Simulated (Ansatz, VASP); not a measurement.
# TiO2 in VASP and in Ansatz

```
Ti O
1.0
     2.76943   -2.76951   -0.02067
     2.76943    2.76951   -0.02067
    -2.73186    0.00000    5.03750
Ti O
2 4
Direct
  0.12501 0.87499 0.25000
  0.87499 0.12501 0.75000
  0.33329 0.08331 0.66659
  0.66671 0.91669 0.33341
  0.91669 0.66671 0.83341
  0.08331 0.33329 0.16659
```

Alike in both runs: task single point; functional PBE; k mesh 6 × 6 × 6; occupations gaussian, width 0.05 eV; no spin polarisation; Hubbard terms Ti d U = 4.0 eV.

|  | VASP | Ansatz |
| --- | --- | --- |
| version | VASP 6.6.1 | Ansatz 0.2.0 |
| potentials or method | VASP PAW PBE potentials, release 64 (Ti_sv, O), cutoff 520 eV | scalar-relativistic, plane waves, PAW |
| valence electrons in the cell | 48 | 48 |

|  | VASP | Ansatz | Ansatz less VASP |
| --- | --- | --- | --- |
| gap on the k mesh at the Fermi level (eV) | 2.36 | 2.32 | -0.048 |
| least direct gap on the mesh (eV) | 2.69 | 2.63 | -0.055 |
| pressure (GPa) | -11.1 | -14.1 | -3.03 |
| traceless stress, the component that is largest in VASP (GPa) | -2.97 | -2.17 | +0.796 |
| rms of the force components (eV/Å) | 0.275 | 0.328 | +0.0540 |

The programs project onto different local orbitals, so the same U acts differently, and such runs can settle in different states. Atom by atom the forces differ by 0.054 eV/Å (rms over components).
